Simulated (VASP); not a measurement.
# Pd (Fm-3m) in VASP: a series of runs, part 2 of 2

VASP 6.6.1.

### Step 3. Relaxation of cell and atoms, PBEsol

This run uses another cell than the first one, of 15.03 Å³/atom, 1.033 times its volume.

Input file INCAR:

```
PREC = Accurate ; ENCUT = 600
EDIFF = 1E-6 ; ISMEAR = 0
SIGMA = 0.1 ; LREAL = False
LASPH = True ; NELM = 60
ALGO = Normal ; ISIF = 3
LWAVE = False ; LCHARG = False
GGA = PS ; IBRION = 2
NSW = 100 ; EDIFFG = -0.005
```

Input file KPOINTS:

```
regular mesh
0
Gamma
  18 18 18
```

Input file POSCAR:

```
Pd
1.0
    0.0000000000      1.9586507900      1.9586507900
    1.9586507900      0.0000000000      1.9586507900
    1.9586507900      1.9586507900      0.0000000000
Pd
1
Direct
    0.0000000000      0.0000000000      0.0000000000
```

Potentials or basis: VASP PAW PBE potentials, release 64 (Pd).

The run is started by

```
> cat potpaw_PBE.64/Pd/POTCAR > POTCAR
> mpirun -np 1 vasp_std > vasp.out
```

OUTCAR:

```text
PREC = Accurate
   ENCUT = 600
   EDIFF = 1E-6
   ISMEAR = 0
   LREAL = False
   LASPH = True
   NELM = 60
   ISIF = 3
   GGA = PS
   IBRION = 2
   NSW = 100
   EDIFFG = -0.005

 ion  position               nearest neighbor table
   1  0.000  0.000  0.000-

  LATTYP: Found a face centered cubic cell.
 ALAT       =     3.9173015800

  Lattice vectors:

 A1 = (   0.0000000000,   1.9586507900,   1.9586507900)
 A2 = (   1.9586507900,   0.0000000000,   1.9586507900)
 A3 = (   1.9586507900,   1.9586507900,   0.0000000000)

Analysis of symmetry for initial positions (statically):
=====================================================================
 Subroutine PRICEL returns:
 Original cell was already a primitive cell.

 Routine SETGRP: Setting up the symmetry group for a
 face centered cubic supercell.

 Subroutine GETGRP returns: Found 48 space group operations
 (whereof 48 operations were pure point group operations)
 out of a pool of 48 trial point group operations.

The static configuration has the point symmetry O_h .

Analysis of symmetry for dynamics (positions and initial velocities):
=====================================================================
 Subroutine PRICEL returns:
 Original cell was already a primitive cell.

 Routine SETGRP: Setting up the symmetry group for a
 face centered cubic supercell.

 Subroutine GETGRP returns: Found 48 space group operations
 (whereof 48 operations were pure point group operations)
 out of a pool of 48 trial point group operations.

[... 158 lines left out ...]
  Total       -0.6031347     -0.6031347     -0.6031347     -0.0000000      0.0000000      0.0000000
  in kB      -64.3019109    -64.3019109    -64.3019109     -0.0000000      0.0000000      0.0000000
  external PRESSURE =     -64.3019109 kB  Pullay stress =       0.0000000 kB
[... 22 lines left out ...]
--------------------------------------- Ionic step        2  -------------------------------------------

 number of electron      10.0000001 magnetization

 E-fermi :  10.8614     XC(G=0): -13.8188

 val. band max:       10.8551600772   @ k =  -0.3333   0.0556   0.0000
 cond. band min:      10.8620430481   @ k =  -0.4444   0.3889   0.1111
 fundamental gap:      0.0068829710
 Fermi energy:        10.8614324088

 k-point     1 :       0.0000    0.0000    0.0000
  band No.  band energies     occupation
      1       3.0519      2.00000
      2       7.6606      2.00000
      3       7.6606      2.00000
      4       7.6606      2.00000
      5       9.4906      2.00000
      6       9.4906      2.00000
      7      27.9846      0.00000
      8      33.1606      0.00000
      9      33.1606      0.00000
[... 415 lines left out ...]
--------------------------------------- Ionic step        6  -------------------------------------------

 number of electron      10.0000000 magnetization

 Free energy of the ion-electron system (eV)
  ---------------------------------------------------
  ext. energy  EPLUGINS =         0.00000000
  ---------------------------------------------------
  free energy    TOTEN  =        -5.97025559 eV

  energy without entropy =       -5.95878177  energy(sigma->0) =       -5.96451868

 E-fermi :   9.8897     XC(G=0): -13.4775

 val. band max:        9.8885394870   @ k =  -0.4444   0.3889   0.1111
 cond. band min:       9.8904438320   @ k =   0.5000   0.1111   0.0000
 fundamental gap:      0.0019043450
 Fermi energy:         9.8897130980

 k-point     1 :       0.0000    0.0000    0.0000
  band No.  band energies     occupation
      1       2.5241      2.00000
      2       6.9595      2.00000
      3       6.9595      2.00000
      4       6.9595      2.00000
      5       8.6349      2.00000
      6       8.6349      2.00000
      7      27.0199      0.00000
      8      31.8799      0.00000
      9      31.8799      0.00000
[... 304 lines left out ...]
  FREE ENERGIE OF THE ION-ELECTRON SYSTEM (eV)
  ---------------------------------------------------
  free  energy   TOTEN  =        -5.9702555913 eV

  energy  without entropy=       -5.9587817710  energy(sigma->0) =       -5.96451868

 reached required accuracy - stopping structural energy minimisation
```

OSZICAR:

```text
N       E                     dE             d eps       ncg     rms          rms(c)
DAV:   1     0.422381981484E+02    0.42238E+02   -0.57948E+03  3518   0.117E+03
DAV:   2    -0.591245877827E+01   -0.48151E+02   -0.47028E+02  3734   0.205E+02
DAV:   3    -0.633840735284E+01   -0.42595E+00   -0.42290E+00  4089   0.225E+01
[... 35 lines left out ...]
DAV:   3    -0.597025430363E+01    0.79260E-06   -0.17841E-06  2403   0.106E-02
   5 F= -.59702543E+01 E0= -.59645141E+01  d E =0.730452E-06
       N       E                     dE             d eps       ncg     rms          rms(c)
DAV:   1    -0.597027827249E+01   -0.23176E-04   -0.44808E-04  3581   0.238E-01    0.325E-02
DAV:   2    -0.597025555525E+01    0.22717E-04   -0.11145E-04  3549   0.976E-02    0.800E-03
DAV:   3    -0.597025559130E+01   -0.36054E-07   -0.73552E-07  1763   0.681E-03
   6 F= -.59702556E+01 E0= -.59645187E+01  d E =-.557216E-06
```

CONTCAR:

```text
Pd
   1.00000000000000
     0.0000000000000000    1.9363859506439611    1.9363859506439611
     1.9363859506439611    0.0000000000000000    1.9363859506439611
     1.9363859506439611    1.9363859506439611    0.0000000000000000
  Pd
     1
Direct
     0.0000000000000000    1.0000000000000000    0.0000000000000000

  0.00000000E+00  0.00000000E+00  0.00000000E+00
```

Run time: 34 s. Hardware: 1 thread of Intel Xeon Platinum 8488C (Sapphire Rapids), shared host; peak memory 0.17 GiB.

What came out:

```yaml
Free_energy: -5.9703 eV
Relaxed_volume: 14.52 Å³/atom
Relaxed_cell: a = 2.738 Å, b = 2.738 Å, c = 2.738 Å, α = 60.00°, β = 60.00°, γ = 60.00°
Space_group_after_relaxing_to_0.05_Å: Fm-3m (No. 225)
Energy_gained_by_relaxing: 10.6 meV/atom
Ionic_steps: 6
Pressure_after_relaxing: 0.0 GPa
Band_gap_on_the_k_mesh: zero (band 5 reaches 10.19 eV, above the bottom of band 6 at 8.57 eV)
```

The path:
```
step  energy change (eV)  largest force (eV/Å)  pressure (GPa)  volume (Å³)
   1              0.0000                0.0000           -6.43        15.03
   2              0.0187                0.0000           12.97        13.75
   3             -0.0106                0.0000           -0.10        14.53
   4             -0.0106                0.0000            0.06        14.52
   5             -0.0106                0.0000           -0.10        14.53
   6             -0.0106                0.0000            0.01        14.52
```

Final structure:
```xyz
1
Lattice="0.0000 1.9364 1.9364 1.9364 0.0000 1.9364 1.9364 1.9364 0.0000" Properties=species:S:1:pos:R:3 pbc="T T T"
Pd    1.9364    0.0000    1.9364
```

Levels at points of the mesh, in eV from the Fermi level:
```csv
k point,band 1,band 2,band 3,band 4,band 5,band 6,band 7,band 8,band 9
"(0.00, 0.00, 0.00)",-7.37,-2.93,-2.93,-2.93,-1.25,-1.25,17.13,21.99,21.99
"(0.50, 0.00, 0.00)",-5.47,-2.97,-2.97,-0.02,-0.02,0.88,7.39,16.49,21.16
"(0.50, 0.50, 0.00)",-5.56,-5.27,-0.04,0.30,0.30,3.25,10.87,13.19,13.19
```

Caveat: the PAW data sets were made with another functional, which shifts forces and pressure a little.
